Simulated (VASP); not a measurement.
# B3C2 (P-6m2) in VASP: a series of runs

Runs on B3C2. Level: PBE. Tasks: single point, relaxation of cell and atoms.

All numbers are computed with VASP 6.6.1; they aren't measurements. Logs are shortened: lines on timing, memory, paths and dates and some standing lists are left out, and cuts for length are marked.

## (1) The cell of the first run

Symmetry: P-6m2, No. 187, hexagonal system. Conventional cell: a = 2.922 Å, b = 2.922 Å, c = 6.432 Å, α = 90.00°, β = 90.00°, γ = 120.00°. B (site symmetry 3m) has 2 B at 1.90 to 2.27 Å and 3 C at 2.37 Å within 2.5 Å. Within 2.4 Å of B (site symmetry -6m2) lie 6 C at 1.79 Å and 2 B at 2.27 Å. C (site symmetry 3m) has 1 C at 1.21 Å within 1.6 Å.

The cell was built from a structure type or drawn by symmetry, and may not be a known phase.

## (2) Single point, PBE, collinear spin

Input file INCAR:

```
SYSTEM = B3C2
PREC     = Accurate       ! precision mode
ENCUT    = 520            ! plane-wave cutoff, eV
EDIFF    = 1E-6           ! SCF threshold, eV
ISMEAR   = 0              ! smearing method
SIGMA    = 0.1            ! smearing width, eV
LREAL    = .FALSE.        ! projectors in reciprocal space
LASPH    = .TRUE.         ! aspherical terms in the spheres
NELM     = 150            ! most SCF steps
ALGO     = Normal         ! electronic algorithm
ISIF     = 2              ! what is computed and relaxed
LWAVE    = .FALSE.        ! write WAVECAR
LCHARG   = .FALSE.        ! write CHGCAR
ISPIN    = 2              ! spin polarisation
MAGMOM   = 0 0 0 1 1      ! initial moments
LORBIT   = 11             ! projections on sites
GGA      = PE             ! functional
NBANDS   = 20             ! bands
```

Input file KPOINTS:

```
regular mesh
0
G
  6 6 4
  0 0 0
```

Input file POSCAR:

```
B3C2
1.0
    2.9224546700      0.0000000000      0.0000000000
   -1.4612273400      2.5309199900      0.0000000000
    0.0000000000      0.0000000000      6.4318082200
B C
3 2
Direct
    0.6666666700      0.3333333300      0.6475002000
    0.6666666700      0.3333333300      0.3524998000
    0.6666666700      0.3333333300      0.0000000000
    0.3333333300      0.6666666700      0.9056714100
    0.3333333300      0.6666666700      0.0943285900
```

Potentials or basis: VASP PAW PBE potentials, release 64 (B, C).

Command:

```bash
cat potpaw_PBE.64/B/POTCAR potpaw_PBE.64/C/POTCAR > POTCAR
mpirun -np 1 vasp_std > vasp.out
```

OUTCAR:

```text
SYSTEM = B3C2
   PREC = Accurate
   ENCUT = 520
   EDIFF = 1E-6
   ISMEAR = 0
   LREAL = .FALSE.
   LASPH = .TRUE.
   NELM = 150
   ISIF = 2
   ISPIN = 2
   LORBIT = 11
   GGA = PE

 ion  position               nearest neighbor table
   1  0.667  0.333  0.648-   2 1.90
   2  0.667  0.333  0.352-   1 1.90
   3  0.667  0.333  0.000-   4 1.79   5 1.79   4 1.79   5 1.79   4 1.79   5 1.79
   4  0.333  0.667  0.906-   5 1.21   3 1.79   3 1.79   3 1.79
   5  0.333  0.667  0.094-   4 1.21   3 1.79   3 1.79   3 1.79

  LATTYP: Found a hexagonal cell.
 ALAT       =     2.9224546700
 C/A-ratio  =     2.2008239464

  Lattice vectors:

 A1 = (   2.9224546700,   0.0000000000,   0.0000000000)
 A2 = (  -1.4612273400,   2.5309199900,   0.0000000000)
 A3 = (   0.0000000000,   0.0000000000,   6.4318082200)

Analysis of symmetry for initial positions (statically):
=====================================================================
 Subroutine PRICEL returns:
 Original cell was already a primitive cell.

 Routine SETGRP: Setting up the symmetry group for a
 hexagonal supercell.

 Subroutine GETGRP returns: Found 12 space group operations
 (whereof 12 operations were pure point group operations)
 out of a pool of 24 trial point group operations.

The static configuration has the point symmetry D_3h.

Analysis of symmetry for dynamics (positions and initial velocities):
=====================================================================
 Subroutine PRICEL returns:
 Original cell was already a primitive cell.

 Routine SETGRP: Setting up the symmetry group for a
 hexagonal supercell.

 Subroutine GETGRP returns: Found 12 space group operations
 (whereof 12 operations were pure point group operations)
 out of a pool of 24 trial point group operations.

The dynamic configuration has the point symmetry D_3h.

Analysis of structural, dynamic, and magnetic symmetry:
=====================================================================
 Subroutine PRICEL returns:
 Original cell was already a primitive cell.

 Routine SETGRP: Setting up the symmetry group for a
 hexagonal supercell.

 Subroutine GETGRP returns: Found 12 space group operations
 (whereof 12 operations were pure point group operations)
 out of a pool of 24 trial point group operations.

The overall configuration has the point symmetry D_3h.

 Subroutine INISYM returns: Found 12 space group operations
 (whereof 12 operations are pure point group operations),
 and found     1 'primitive' translations

----------------------------------------------------------------------------------------

                                     Primitive cell

  volume of cell :      47.5729

  direct lattice vectors                    reciprocal lattice vectors
     2.922454670  0.000000000  0.000000000     0.342178105  0.197556621  0.000000000
    -1.461227340  2.530919990  0.000000000     0.000000000  0.395113241  0.000000000
     0.000000000  0.000000000  6.431808220     0.000000000  0.000000000  0.155477273

  length of vectors
     2.922454670  2.922454676  6.431808220     0.395113242  0.395113241  0.155477273

  position of ions in fractional coordinates (direct lattice)
     0.666666670  0.333333330  0.647500200
     0.666666670  0.333333330  0.352499800
     0.666666670  0.333333330  0.000000000
     0.333333330  0.666666670  0.905671410
     0.333333330  0.666666670  0.094328590

  ion indices of the primitive-cell ions
   primitive index   ion index
                 1           1
                 2           2
                 3           3
                 4           4
                 5           5

----------------------------------------------------------------------------------------

 KPOINTS: regular mesh

Automatic generation of k-mesh.
 Grid dimensions read from file:
 generate k-points for:    6    6    4

 Generating k-lattice:

  Cartesian coordinates                     Fractional coordinates (reciprocal lattice)
     0.057029684  0.032926104  0.000000000     0.166666667  0.000000000  0.000000000
     0.000000000  0.065852207  0.000000000     0.000000000  0.166666667  0.000000000
     0.000000000  0.000000000  0.038869318     0.000000000  0.000000000  0.250000000

  Length of vectors
     0.065852207  0.065852207  0.038869318

  Shift w.r.t. Gamma in fractional coordinates (k-lattice)
     0.000000000  0.000000000  0.000000000

 Subroutine IBZKPT returns following result:
 ===========================================

 Found     21 irreducible k-points:

 Following reciprocal coordinates:
            Coordinates               Weight
  0.000000  0.000000  0.000000      1.000000
  0.166667  0.000000  0.000000      6.000000
  0.333333  0.000000  0.000000      6.000000
  0.500000  0.000000  0.000000      3.000000
  0.166667  0.166667  0.000000      6.000000
  0.333333  0.166667  0.000000     12.000000
[... 13 lines left out ...]
  0.333333  0.166667  0.500000     12.000000
  0.333333  0.333333  0.500000      2.000000
[... 28 lines left out ...]
   PSTRESS=    0.0 pullay stress
   NELECT =      17.0000    total number of electrons
   NUPDOWN=      -1.0000    fix difference up-down
   EMIN   =  10.00;   EMAX   =-10.00  energy-range for DOS
   EFERMI =   0.00;   METHOD = LEGACY
   ISMEAR =     0;   SIGMA  =   0.10  broadening in eV -4-tet -1-fermi 0-gaus
   EFERMI_NEDOS =   21; number of points for ismear=-14 and -15
   IALGO  =     38    algorithm
   IMIX   =      4    mixing-type and parameters
     AMIX     =   0.40;   BMIX     =  1.00
     AMIX_MAG =   1.60;   BMIX_MAG =  1.00
  volume/ion in A,a.u.               =       9.51        64.21
  Fermi-wavevector in a.u.,A,eV,Ry     =   1.161729  2.195349 18.362607  1.349614
  Thomas-Fermi vector in A             =   2.298298
   LORBIT       =     11    0 simple, 1 ext, 2 COOP (PROOUT), +10 PAW based schemes
   GGA     = PE    functional components
   LHFCALC =     F    Hartree Fock is set to
   AEXX    =    0.0000 exact exchange contribution
   IVDW    =     0    specifies the selected vdW correction
   LEPSILON=     F    determine dielectric tensor
   LRPA    =     F    only Hartree local field effects (RPA)
 spin polarized calculation
 Gauss-broadening in eV      SIGMA  =   0.10
  energy-cutoff  :      520.00
  volume of cell :       47.57
 maximum number of plane-waves:      1332
 NGX is ok and might be reduce to    24
   NGX = 11   NGY = 11   NGZ = 23

 number of electron      17.0000001 magnetization      -0.0031197

 number of electron      17.0000001 magnetization       0.0007019

 Free energy of the ion-electron system (eV)
  ---------------------------------------------------
  ext. energy  EPLUGINS =         0.00000000
  ---------------------------------------------------
  free energy    TOTEN  =       -25.65136877 eV

  energy without entropy =      -25.63844551  energy(sigma->0) =      -25.64490714

 E-fermi :   5.2905     XC(G=0): -10.7260

 val. band max:        5.1683794885   @ k =   0.1667   0.1667   0.5000
 cond. band min:       5.2977878978   @ k =   0.1667   0.0000   0.2500
 fundamental gap:      0.1294084092
 Fermi energy:         5.2905328528

 spin component 1

 k-point     1 :       0.0000    0.0000    0.0000
  band No.  band energies     occupation
      1     -16.1385      1.00000
      2      -6.7953      1.00000
      3      -5.3523      1.00000
      4      -1.5246      1.00000
      5      -1.5246      1.00000
      6      -1.1591      1.00000
[... 459 lines left out ...]
      6       0.3858      1.00000
[... 12 lines left out ...]
     19      15.7665      0.00000
     20      17.6263      0.00000
 Fermi energy:         5.2905328528

 spin component 2

 k-point     1 :       0.0000    0.0000    0.0000
  band No.  band energies     occupation
      1     -16.1384      1.00000
      2      -6.7950      1.00000
      3      -5.3520      1.00000
      4      -1.5244      1.00000
      5      -1.5244      1.00000
      6      -1.1589      1.00000
[... 472 lines left out ...]
     19      15.7667      0.00000
     20      17.6264      0.00000

------------------------ aborting loop because EDIFF is reached ----------------------------------------

  FORCE on cell =-STRESS in cart. coord.  units (eV):
  Direction    XX          YY          ZZ          XY          YZ          ZX
  --------------------------------------------------------------------------------------
  -------------------------------------------------------------------------------------
  Total       -5.3897858     -5.3897859     11.4278059      0.0000000      0.0000000      0.0000000
  in kB     -181.5192991   -181.5192997    384.8700803      0.0000004      0.0000000      0.0000000
  external PRESSURE =       7.2771605 kB  Pullay stress =       0.0000000 kB

 VOLUME and BASIS-vectors are now :
 -----------------------------------------------------------------------------
  energy-cutoff  :      520.00
  volume of cell :       47.57
      direct lattice vectors                 reciprocal lattice vectors
     2.922454670  0.000000000  0.000000000     0.342178105  0.197556621  0.000000000
    -1.461227340  2.530919990  0.000000000     0.000000000  0.395113241  0.000000000
     0.000000000  0.000000000  6.431808220     0.000000000  0.000000000  0.155477273

 POSITION                                       TOTAL-FORCE (eV/Angst)
 -----------------------------------------------------------------------------------
      1.46123      0.84364      4.16460        -0.000000      0.000000     -0.866328
      1.46123      0.84364      2.26721        -0.000000      0.000000      0.866328
      1.46123      0.84364      0.00000         0.000000     -0.000000      0.000000
     -0.00000      1.68728      5.82510        -0.000000     -0.000000    -12.975814
     -0.00000      1.68728      0.60670         0.000000      0.000000     12.975814
 -----------------------------------------------------------------------------------
    total drift:                                0.000008     -0.000005      0.000000

  FREE ENERGIE OF THE ION-ELECTRON SYSTEM (eV)
  ---------------------------------------------------
  free  energy   TOTEN  =       -25.6513687686 eV

  energy  without entropy=      -25.6384455140  energy(sigma->0) =      -25.64490714

 total charge

# of ion       s       p       d       tot
------------------------------------------
    1        0.806   0.626   0.000   1.432
    2        0.806   0.626   0.000   1.432
    3        0.579   1.120   0.000   1.699
    4        0.928   1.699   0.000   2.627
    5        0.928   1.699   0.000   2.627
--------------------------------------------------
tot          4.047   5.770   0.000   9.817

 magnetization (x)

# of ion       s       p       d       tot
------------------------------------------
    1        0.000   0.000   0.000   0.000
    2        0.000   0.000   0.000   0.000
    3       -0.000  -0.000   0.000  -0.000
    4        0.000   0.000   0.000   0.000
    5        0.000   0.000   0.000   0.000
--------------------------------------------------
tot          0.000   0.000   0.000   0.000
```

Run time: 56 s. Hardware: 1 thread of AMD EPYC 7R13, shared host; peak memory 0.16 GiB.

What came out:

- Free energy: -25.6514 eV
- Pressure: 0.7 GPa
- Largest force: 12.976 eV/Å
- Net moment: 0.00 μB per cell
- Valence electrons inside the program's atomic spheres: B 1.43, 1.70 (each value once); C 2.63

Forces in eV/Å, atoms in the order of the input:
```
B     0.000   0.000  -0.866
B     0.000   0.000   0.866
B     0.000   0.000   0.000
C     0.000   0.000 -12.976
C     0.000   0.000  12.976
```

Stress tensor (GPa, compression positive):
```
-18.15   0.00   0.00
  0.00 -18.15   0.00
  0.00   0.00  38.49
```

Caveat: the k points lie up to 0.41 Å⁻¹ apart; forces of over 1 eV/Å act on the atoms, so gaps and moduli don't describe the material at rest.

## (3) Single point, PBE

This run uses another cell than the first one, of 9.57 Å³/atom.

Input file INCAR:

```
PREC = Accurate ; ENCUT = 520
EDIFF = 1E-7 ; ISMEAR = 0
SIGMA = 0.1 ; LREAL = F
LASPH = T ; NELM = 100
ALGO = Normal ; ISIF = 2
LWAVE = F ; LCHARG = F
GGA = PE ; NBANDS = 16
```

Input file KPOINTS:

```
Automatic mesh
0
Gamma
  18 18 6
```

Input file POSCAR:

```
B3C2
1.0
    2.7272397004      0.0000000000      0.0000000000
   -1.3636198502      2.3618588627      0.0000000000
    0.0000000000      0.0000000000      7.4263983363
B C
3 2
Direct
    0.6666666667      0.3333333333      0.7779491300
    0.6666666667      0.3333333333      0.2220508700
    0.6666666667      0.3333333333      0.0000000000
    0.3333333333      0.6666666667      0.7805302393
    0.3333333333      0.6666666667      0.2194697607
```

Potentials or basis: VASP PAW PBE potentials, release 64 (B, C).

Command:

```bash
cat potpaw_PBE.64/B/POTCAR potpaw_PBE.64/C/POTCAR > POTCAR
mpirun -np 1 vasp_std > vasp.out
```

Run time: 2.4 min. Hardware: 1 thread of AMD EPYC 7R13, shared host; peak memory 0.19 GiB.

The run converged. Its results:

* Free energy: -35.2374 eV
* Pressure: 0.1 GPa
* Largest force: 0.011 eV/Å
* Band gap on the k mesh: zero (an odd number of electrons rules out a gap without spin polarisation)

Forces on the atoms (eV/Å):
```
B    0.000  0.000 -0.011
B    0.000  0.000  0.011
B    0.000  0.000  0.000
C    0.000  0.000  0.001
C    0.000  0.000 -0.001
```

Stress tensor (GPa, compression positive):
```
0.17 0.00 0.00
0.00 0.17 0.00
0.00 0.00 0.06
```

Levels at points of the mesh, in eV from the Fermi level:
```csv
k point,band 4,band 5,band 6,band 7,band 8,band 9,band 10,band 11,band 12,band 13
"(0.00, 0.00, 0.00)",-5.74,-0.99,-0.99,-0.57,-0.57,1.32,5.44,5.68,5.68,7.30
"(0.50, 0.00, 0.00)",-9.04,-4.31,-3.80,-3.25,-2.40,-1.85,1.45,3.81,4.81,7.21
"(0.00, 0.00, 0.50)",-6.09,-0.99,-0.99,-0.58,-0.58,2.46,4.14,5.68,5.68,7.41
"(0.50, 0.00, 0.50)",-9.05,-4.19,-3.79,-3.25,-2.30,-2.06,1.19,4.03,4.81,6.84
```

Caveat: this functional lacks dispersion, which binds the layers, so the pressure and a relaxed spacing across them are unreliable.

## (4) Relaxation of cell and atoms, PBE

This run uses another cell than the first one, of 9.13 Å³/atom.

Input file INCAR:

```
PREC     = Accurate       # precision mode
ENCUT    = 600            # plane-wave cutoff, eV
EDIFF    = 1E-7           # SCF threshold, eV
ISMEAR   = 0              # smearing method
SIGMA    = 0.1            # smearing width, eV
LREAL    = F              # projectors in reciprocal space
LASPH    = T              # aspherical terms in the spheres
NELM     = 80             # most SCF steps
ALGO     = Normal         # electronic algorithm
ISIF     = 3              # what is computed and relaxed
LWAVE    = F              # write WAVECAR
LCHARG   = F              # write CHGCAR
GGA      = PE             # functional
IBRION   = 2              # ionic algorithm
NSW      = 100            # ionic steps
EDIFFG   = -0.01          # ionic threshold
```

Input file KPOINTS:

```
regular mesh
0
Gamma
  18 18 6
```

Input file POSCAR:

```
B3C2
1.0
    2.7285893392      0.0000000000      0.0000000000
   -1.3642946696      2.3630276842      0.0000000000
    0.0000000000      0.0000000000      7.0804714419
B C
3 2
Direct
    0.6666666667      0.3333333333      0.7672310774
    0.6666666667      0.3333333333      0.2327689226
    0.6666666667      0.3333333333      0.0000000000
    0.3333333333      0.6666666667      0.7690597105
    0.3333333333      0.6666666667      0.2309402895
```

Command:

```bash
cat potpaw_PBE.64/B/POTCAR potpaw_PBE.64/C/POTCAR > POTCAR
mpirun -np 1 vasp_std > vasp.out
```

Wall time 6.8 min (1 thread of AMD EPYC 7R13, shared host); peak memory 0.21 GiB.

It converged, with:

```yaml
Free_energy: -35.2404 eV
Relaxed_volume: 9.12 Å³/atom
Relaxed_cell: a = 2.727 Å, b = 2.727 Å, c = 7.078 Å, α = 90.00°, β = 90.00°, γ = 120.00°
Space_group_after_relaxing_to_0.1_Å: P-6m2 (No. 187)
Energy_gained_by_relaxing: 0.1 meV/atom
Ionic_steps: 5
Pressure_after_relaxing: 0.0 GPa
Largest_force_after_relaxing: 0.007 eV/Å
Band_gap_on_the_k_mesh: zero (an odd number of electrons rules out a gap without spin polarisation)
```

Forces in eV/Å, atoms in the order of the input:
```
B    0.000  0.000  0.007
B    0.000  0.000 -0.007
B    0.000  0.000  0.000
C    0.000  0.000  0.004
C    0.000  0.000 -0.004
```

Stress tensor (GPa, compression positive):
```
-0.01  0.00  0.00
 0.00 -0.01  0.00
 0.00  0.00  0.09
```

Step by step:
| step | energy change (eV) | largest force (eV/Å) | pressure (GPa) | volume (Å³) |
| --- | --- | --- | --- | --- |
| 1 | 0.0000 | 0.0603 | -0.06 | 45.65 |
| 2 | -0.0002 | 0.0405 | -0.06 | 45.63 |
| 3 | -0.0003 | 0.0279 | -0.06 | 45.64 |
| 4 | -0.0004 | 0.0115 | -0.01 | 45.61 |
| 5 | -0.0004 | 0.0068 | 0.02 | 45.60 |

Final structure:
```yaml
crystal:
  lattice:
    - [2.72732, 0.00000, 0.00000]
    - [-1.36366, 2.36193, 0.00000]
    - [0.00000, 0.00000, 7.07839]
  atoms:
    - { symbol: B, position: [0.66667, 0.33333, 0.76695] }
    - { symbol: B, position: [0.66667, 0.33333, 0.23305] }
    - { symbol: B, position: [0.66667, 0.33333, 0.00000] }
    - { symbol: C, position: [0.33333, 0.66667, 0.76970] }
    - { symbol: C, position: [0.33333, 0.66667, 0.23030] }
```

Levels at points of the mesh, in eV from the Fermi level:
| k point | band 4 | band 5 | band 6 | band 7 | band 8 | band 9 | band 10 | band 11 | band 12 |
| --- | --- | --- | --- | --- | --- | --- | --- | --- | --- |
| (0.00, 0.00, 0.00) | -5.62 | -1.00 | -1.00 | -0.57 | -0.57 | 1.25 | 5.55 | 5.68 | 5.68 |
| (0.50, 0.00, 0.00) | -9.02 | -4.37 | -3.80 | -3.24 | -2.45 | -1.77 | 1.53 | 3.75 | 4.80 |
| (0.00, 0.00, 0.50) | -6.20 | -0.99 | -0.99 | -0.58 | -0.58 | 2.67 | 4.29 | 5.69 | 5.69 |
| (0.50, 0.00, 0.50) | -9.07 | -4.14 | -3.79 | -3.26 | -2.26 | -2.15 | 1.11 | 4.09 | 4.82 |

Caveat: this functional lacks dispersion, which binds the layers, so the pressure and a relaxed spacing across them are unreliable.

## (5) The runs side by side

| task | spin | cell | k mesh | cutoff (eV) | gap on the mesh (eV) | pressure (GPa) | largest force (eV/Å) |
| --- | --- | --- | --- | --- | --- | --- | --- |
| single point | collinear | a = 2.922, b = 2.922, c = 6.432 Å, angles 90.0, 90.0, 120.0°, 5 atoms, atomic positions A | 6 × 6 × 4 | 520 | none | 0.7 | 12.98 |
| single point | off | a = 2.727, b = 2.727, c = 7.426 Å, angles 90.0, 90.0, 120.0°, 5 atoms, atomic positions B | 18 × 18 × 6 | 520 | none | 0.1 | 0.01 |
| relaxation of cell and atoms | off | relaxed from a = 2.729, b = 2.729, c = 7.080 Å, angles 90.0, 90.0, 120.0°, 5 atoms, atomic positions C | 18 × 18 × 6 | 600 | none | 0.0 | 0.01 |

Alike in all rows: level PBE; potentials or basis VASP PAW PBE potentials, release 64 (B, C); smearing gaussian 0.1 eV.

Caveats: some runs use coarse meshes; this functional lacks dispersion, which binds the layers, so the pressure and a relaxed spacing across them are unreliable (at least some runs); forces of over 1 eV/Å act on the atoms, so gaps and moduli don't describe the material at rest (at least some runs).

Absolute energies hang on the potentials; compare differences alone.
